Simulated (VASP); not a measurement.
A run of VASP 6.6.1 is set up as follows.

The input INCAR:

```
SYSTEM = Al
ALGO     = Normal         ! electronic algorithm
EDIFF    = 1E-6           ! SCF threshold, eV
ENCUT    = 520            ! plane-wave cutoff, eV
GGA      = PS             ! functional
ISIF     = 2              ! what is computed and relaxed
ISMEAR   = 1              ! smearing method
LASPH    = .True.         ! aspherical terms in the spheres
LCHARG   = .False.        ! write CHGCAR
LREAL    = .False.        ! projectors in reciprocal space
LWAVE    = .False.        ! write WAVECAR
NBANDS   = 14             ! bands
NELM     = 60             ! most SCF steps
PREC     = Accurate       ! precision mode
SIGMA    = 0.1            ! smearing width, eV
```

KPOINTS

```
k-points
0
Gamma
  3 3 1
  0 0 0
```

The input POSCAR:

```
Al
1.0
    2.8270770000      0.0000000000      0.0000000000
   -1.4135390000      2.4483210000      0.0000000000
    0.0000000000      0.0000000000      9.1859930000
Al
4
Direct
    0.0000000000      0.0000000000      0.0000000000
    0.3333333333      0.6666666667      0.2500000000
    0.0000000000      0.0000000000      0.5000000000
    0.6666666667      0.3333333333      0.7500000000
```

Potentials or basis: VASP PAW PBE potentials, release 64 (Al).

Command:

```sh
$ cat potpaw_PBE.64/Al/POTCAR > POTCAR
$ mpirun -np 1 vasp_std > vasp.out
```

**Question.** What does it give for the band gap on the k mesh?

**Answer.** Zero (band 6 reaches 11.95 eV, above the bottom of band 7 at 6.97 eV).

**Question.** Estimate the pressure.

**Answer.** 2.1 GPa.

Stress tensor (GPa, compression positive):
```
-2.64  0.00  0.00
 0.00 -2.64  0.00
 0.00  0.00 11.54
```

Caveat: the k points lie up to 0.86 Å⁻¹ apart; the PAW data sets were made with another functional, which shifts forces and pressure a little.
